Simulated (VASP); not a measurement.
Runs of VASP 6.6.1 on Mg5Zn3O8 (an interface model). The cell holds layers of an interface, 32 atoms: a = 5.331 Å, b = 3.302 Å, c = 22.549 Å, α = 90.00°, β = 90.00°, γ = 90.00°. 

| level | k mesh | gap on the mesh (eV) | pressure (GPa) | largest force (eV/Å) |
| --- | --- | --- | --- | --- |
| PBEsol | 2 × 2 × 1 | (a) | -3.6 | 2.52 |
| PBEsol | 3 × 4 × 1 | 1.14 | -4.0 | 2.49 |
| PBE | 3 × 4 × 1 | (b) | -0.1 | 2.53 |
| PBEsol+D3(BJ) | 3 × 4 × 1 | 1.14 | -6.4 | 2.49 |

Alike in all rows: task single point; potentials or basis VASP PAW PBE potentials, release 64 (Zn, Mg, O); no spin polarisation; cell as given; cutoff (eV) 520; smearing fermi-dirac 0.05 eV.

Q: Estimate the missing entries.

A: (a) 1.09; (b) 1.23.

Caveats: all runs use coarse meshes; the PAW data sets were made with another functional, which shifts forces and pressure a little (at least some runs); three body term missing (at least some runs).

